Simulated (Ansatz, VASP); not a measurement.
# Two plane-wave programs on CdF2

Contents of INCAR:

```
SYSTEM = CdF2
PREC = Accurate
ENCUT = 700
EDIFF = 1E-6
ISMEAR = 0
SIGMA = 0.02
LREAL = .False.
LASPH = .True.
NELM = 120
ALGO = Normal
ISIF = 2
LWAVE = .False.
LCHARG = .False.
NBANDS = 24
GGA_COMPAT = .False.
```

The input KPOINTS:

```
Automatic mesh
0
Gamma
  8 8 8
  0 0 0
```

File POSCAR:

```
CdF2
1.0
    0.0000000000      2.6488406755      2.6488406755
    2.6488406755      0.0000000000      2.6488406755
    2.6488406755      2.6488406755      0.0000000000
Cd F
1 2
Direct
    0.0000000000      0.0000000000      0.0000000000
    0.2500000000      0.2500000000      0.2500000000
    0.7500000000      0.7500000000      0.7500000000
```

Input for Ansatz:

```yaml
crystal:
  lattice:
    - [0.0, 2.6488406755, 2.6488406755]
    - [2.6488406755, 0.0, 2.6488406755]
    - [2.6488406755, 2.6488406755, 0.0]
  atoms:
    - { symbol: Cd, position: [0.0, 0.0, 0.0] }
    - { symbol: F, position: [0.25, 0.25, 0.25] }
    - { symbol: F, position: [0.75, 0.75, 0.75] }
basis:
  ecutwfc: 420
kpoints:
  mp_grid: { grid: [8, 8, 8] }
  band_path: { path: [VBM, CBM], npoints: 2 }
hamiltonian:
  xc: lda
scf:
  occupations: { method: gaussian, width: 0.02 }
output:
  forces: true
  stress: true
  eigenvalues: true
  write_density: true
  write_potential: true
  elf: true
  volumetric_format: npy
```

Alike in both runs: task single point; functional LDA; k mesh 8 × 8 × 8; occupations gaussian, width 0.02 eV; no spin polarisation.

```csv
,VASP,Ansatz
version,VASP 6.6.1,Ansatz 0.2.0
potentials or method,"VASP PAW LDA potentials, release 64 (Cd_sv_GW, F), cutoff 700 eV","scalar-relativistic, plane waves, PAW"
valence electrons in the cell,34,34
```

Ansatz gave:

```
gap on the k mesh at the Fermi level (eV) : 2.99
least direct gap on the mesh (eV)         : 3.40
pressure (GPa)                            : 0.0
```

**Question.** What did VASP give for the same quantities?

**Answer.** gap on the k mesh at the Fermi level (eV): 3.00; least direct gap on the mesh (eV): 3.41; pressure (GPa): -0.2.

LDA's correlation is that of Perdew and Zunger in VASP and of Perdew and Wang (1992) in Ansatz.
